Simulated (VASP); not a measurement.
# NiO (Fm-3m) in VASP: settings compared

NiO is run at these levels: PBEsol+D3(BJ), LDA; tasks: single point.

Program: VASP 6.6.1. These are calculated values, not measurements. Logs are shortened: lines on timing, memory, paths and dates and some standing lists are left out, and cuts for length are marked.

**Measured values to compare with.**

“Local correlations, non-local screening, multiplets, and band formation in NiO”, 2012, arxiv:1210.6675 quotes, for a bulk crystal of NiO: band gap 4.3 eV.

The results are compared with them further down.

## Step 1: The cell of the first run

It takes space group Fm-3m (No. 225, cubic). The conventional cell has a = 4.087 Å, b = 4.087 Å, c = 4.087 Å, α = 90.00°, β = 90.00°, γ = 90.00°. Ni (site symmetry m-3m) has 6 O at 2.04 Å within 2.7 Å. Within 2.7 Å of O (site symmetry m-3m) lie 6 Ni at 2.04 Å.

## Step 2: Single point, PBEsol+D3(BJ), collinear spin, ferromagnetic start

The input, INCAR:

```
  PREC = Accurate
  ENCUT = 520
  EDIFF = 1E-6
  ISMEAR = -1
  SIGMA = 0.05
  LREAL = F
  LASPH = T
  NELM = 150
  ALGO = Normal
  ISIF = 2
  LWAVE = F
  LCHARG = F
  ISPIN = 2
  MAGMOM = 1 0
  LORBIT = 11
  LMAXMIX = 4
  GGA = PS
  IVDW = 12
  NBANDS = 19
```

The input, KPOINTS:

```
Automatic mesh
0
Gamma
  11 11 11
```

The input, POSCAR:

```
NiO
1.0
    0.0000000000      2.0433202721      2.0433202721
    2.0433202721      0.0000000000      2.0433202721
    2.0433202721      2.0433202721      0.0000000000
Ni O
1 1
Direct
    0.0000000000      0.0000000000      0.0000000000
    0.5000000000      0.5000000000      0.5000000000
```

Potentials or basis: VASP PAW PBE potentials, release 64 (Ni, O).

Run with:

```
cat potpaw_PBE.64/Ni/POTCAR potpaw_PBE.64/O/POTCAR > POTCAR
mpirun -np 1 vasp_std > vasp.out
```

OUTCAR:

```text
PREC = Accurate
   ENCUT = 520
   EDIFF = 1E-6
   ISMEAR = -1
   LREAL = F
   LASPH = T
   NELM = 150
   ISIF = 2
   ISPIN = 2
   LORBIT = 11
   GGA = PS
   IVDW = 12
 IVDW          = 12

 ion  position               nearest neighbor table
   1  0.000  0.000  0.000-   2 2.04   2 2.04   2 2.04   2 2.04   2 2.04   2 2.04
   2  0.500  0.500  0.500-   1 2.04   1 2.04   1 2.04   1 2.04   1 2.04   1 2.04

  LATTYP: Found a face centered cubic cell.
 ALAT       =     4.0866405442

  Lattice vectors:

 A1 = (   0.0000000000,   2.0433202721,   2.0433202721)
 A2 = (   2.0433202721,   0.0000000000,   2.0433202721)
 A3 = (   2.0433202721,   2.0433202721,   0.0000000000)

Analysis of symmetry for initial positions (statically):
=====================================================================
 Subroutine PRICEL returns:
 Original cell was already a primitive cell.

 Routine SETGRP: Setting up the symmetry group for a
 face centered cubic supercell.

 Subroutine GETGRP returns: Found 48 space group operations
 (whereof 48 operations were pure point group operations)
 out of a pool of 48 trial point group operations.

The static configuration has the point symmetry O_h .

Analysis of symmetry for dynamics (positions and initial velocities):
=====================================================================
 Subroutine PRICEL returns:
 Original cell was already a primitive cell.

 Routine SETGRP: Setting up the symmetry group for a
 face centered cubic supercell.

 Subroutine GETGRP returns: Found 48 space group operations
 (whereof 48 operations were pure point group operations)
 out of a pool of 48 trial point group operations.

The dynamic configuration has the point symmetry O_h .

Analysis of structural, dynamic, and magnetic symmetry:
=====================================================================
 Subroutine PRICEL returns:
 Original cell was already a primitive cell.

 Routine SETGRP: Setting up the symmetry group for a
 face centered cubic supercell.

 Subroutine GETGRP returns: Found 48 space group operations
 (whereof 48 operations were pure point group operations)
 out of a pool of 48 trial point group operations.

The overall configuration has the point symmetry O_h .

 Subroutine INISYM returns: Found 48 space group operations
 (whereof 48 operations are pure point group operations),
 and found     1 'primitive' translations

[... 115 lines left out ...]
  volume/ion in A,a.u.               =       8.53        57.57
  Fermi-wavevector in a.u.,A,eV,Ry     =   1.602391  3.028079 34.935075  2.567656
  Thomas-Fermi vector in A             =   2.699219
   LORBIT       =     11    0 simple, 1 ext, 2 COOP (PROOUT), +10 PAW based schemes
   GGA     = PS    functional components
   LHFCALC =     F    Hartree Fock is set to
   AEXX    =    0.0000 exact exchange contribution
   IVDW    =    12    specifies the selected vdW correction
   LEPSILON=     F    determine dielectric tensor
   LRPA    =     F    only Hartree local field effects (RPA)
 spin polarized calculation
  energy-cutoff  :      520.00
  volume of cell :       17.06
 maximum number of plane-waves:       477
 NGX is ok and might be reduce to    24
   NGX = 11   NGY = 11   NGZ = 11

 number of electron      15.9999994 magnetization       0.8154665

 Free energy of the ion-electron system (eV)
  ---------------------------------------------------
  ext. energy  EPLUGINS =         0.00000000
  ---------------------------------------------------
  free energy    TOTEN  =       -12.39426843 eV

  energy without entropy =      -12.37516076  energy(sigma->0) =      -12.38471459

 E-fermi :   8.7154     XC(G=0): -13.3324

 val. band max:        8.7056300390   @ k =   0.4545   0.2727   0.0909
 cond. band min:       8.7160015391   @ k =  -0.3636   0.3636   0.0000
 fundamental gap:      0.0103715000
 Fermi energy:         8.7153952111

 spin component 1

 k-point     1 :       0.0000    0.0000    0.0000
  band No.  band energies     occupation
      1     -12.3483      1.00000
      2       5.3018      1.00000
      3       5.3018      1.00000
      4       5.3018      1.00000
      5       6.3394      1.00000
      6       6.3394      1.00000
[... 517 lines left out ...]
     18      40.6386      0.00000
     19      41.8265      0.00000

 [... further k-points ...]

 spin component 2

 k-point     1 :       0.0000    0.0000    0.0000
  band No.  band energies     occupation
      1     -12.1696      1.00000
      2       5.5123      1.00000
      3       5.5123      1.00000
      4       5.5123      1.00000
      5       6.7945      1.00000
      6       6.7945      1.00000
[... 517 lines left out ...]
     18      40.8327      0.00000
     19      41.9585      0.00000

 [... further k-points ...]

------------------------ aborting loop because EDIFF is reached ----------------------------------------

 Edisp (eV)   -0.45704

 E8    (eV) :    -0.2766

  FORCE on cell =-STRESS in cart. coord.  units (eV):
  Direction    XX          YY          ZZ          XY          YZ          ZX
  --------------------------------------------------------------------------------------
  -------------------------------------------------------------------------------------
  Total       0.07101     0.07101     0.07101     0.00000     0.00000     0.00000
  in kB       6.66765     6.66765     6.66765     0.00000     0.00000     0.00000
  external pressure =        6.67 kB  Pullay stress =        0.00 kB

 VOLUME and BASIS-vectors are now :
 -----------------------------------------------------------------------------
  energy-cutoff  :      520.00
  volume of cell :       17.06
      direct lattice vectors                 reciprocal lattice vectors
     0.000000000  2.043320272  2.043320272    -0.244699770  0.244699770  0.244699770
     2.043320272  0.000000000  2.043320272     0.244699770 -0.244699770  0.244699770
     2.043320272  2.043320272  0.000000000     0.244699770  0.244699770 -0.244699770

 POSITION                                       TOTAL-FORCE (eV/Angst)
 -----------------------------------------------------------------------------------
      0.00000      0.00000      0.00000         0.000000     -0.000000      0.000000
      2.04332      2.04332      2.04332         0.000000      0.000000     -0.000000
 -----------------------------------------------------------------------------------
    total drift:                                0.000000     -0.000000     -0.000000

  FREE ENERGIE OF THE ION-ELECTRON SYSTEM (eV)
  ---------------------------------------------------
  free  energy   TOTEN  =       -12.8513096877 eV

  energy  without entropy=      -12.8322020193  energy(sigma->0) =      -12.84175585

 total charge

# of ion       s       p       d       tot
------------------------------------------
    1        0.355   0.452   8.371   9.178
    2        1.563   3.390   0.000   4.953
--------------------------------------------------
tot          1.918   3.842   8.371  14.131

 magnetization (x)

# of ion       s       p       d       tot
------------------------------------------
    1        0.008   0.010   0.674   0.691
    2        0.017   0.088   0.000   0.105
--------------------------------------------------
tot          0.025   0.098   0.674   0.796
```

Wall time 42 s (1 thread of Intel Xeon 6975P-C (Granite Rapids), shared host); peak memory 0.18 GiB.

What came out:

| Quantity | Value |
| --- | --- |
| Free energy | -12.8513 eV |
| Pressure | 0.7 GPa |
| Net moment | 0.82 μB per cell |
| Site moments | Ni +0.69; O +0.10 μB |
| Valence electrons inside the program's atomic spheres | Ni 9.18; O 4.95 |
| Dispersion energy per atom | -0.229 eV |

Caveat: the PAW data sets were made with another functional, which shifts forces and pressure a little; a cell with one magnetic atom can't hold antiferromagnetic order, which such compounds often take; semilocal functionals often make such compounds metallic where correlation or magnetic order opens a gap, which also shifts bond lengths.

## Step 3: Single point, LDA, collinear spin, ferromagnetic start

The input, INCAR:

```
SYSTEM = NiO
  PREC = Accurate
  ENCUT = 520
  EDIFF = 1E-6
  ISMEAR = -1
  SIGMA = 0.05
  LREAL = .FALSE.
  LASPH = .TRUE.
  NELM = 150
  ALGO = Normal
  ISIF = 2
  LWAVE = .FALSE.
  LCHARG = .FALSE.
  ISPIN = 2
  MAGMOM = 1 0
  LORBIT = 11
  LMAXMIX = 4
  GGA = CA
  NBANDS = 19
```

The input, KPOINTS:

```
regular mesh
0
G
  11 11 11
  0 0 0
```

POSCAR is that of step 2.

Potentials or basis: VASP PAW LDA potentials, release 64 (Ni, O).

Run with:

```
cat potpaw_LDA.64/Ni/POTCAR potpaw_LDA.64/O/POTCAR > POTCAR
mpirun -np 1 vasp_std > vasp.out
```

Run time: 21 s. Hardware: 1 thread of Intel Xeon 6975P-C (Granite Rapids), shared host; peak memory 0.15 GiB.

The run converged. Its results:

* Free energy: -13.3882 eV
* Pressure: -7.4 GPa
* Net moment: 0.27 μB per cell
* Site moments: Ni +0.22; O +0.04 μB
* Valence electrons inside the program's atomic spheres: Ni 9.21; O 4.93

Levels at points of the mesh, in eV from the Fermi level:
Spin up:
```
           k point  band 5  band 6  band 7  band 8  band 9  band 10  band 11  band 12
(0.00, 0.00, 0.00)   -2.11   -2.11   -2.11   -1.95   -1.95     2.04    17.93    19.49
```
Spin down:
```
           k point  band 6  band 7  band 8  band 9  band 10  band 11
(0.00, 0.00, 0.00)   -1.96   -1.96   -1.66   -1.66     2.09    17.94
```

Caveat: the cell stands under tension; semilocal functionals often make such compounds metallic where correlation or magnetic order opens a gap, which also shifts bond lengths. With open d or f shells a metallic result of LDA can be an artefact of self-interaction; +U or a hybrid may open a gap.

[end of part 1 of 2]
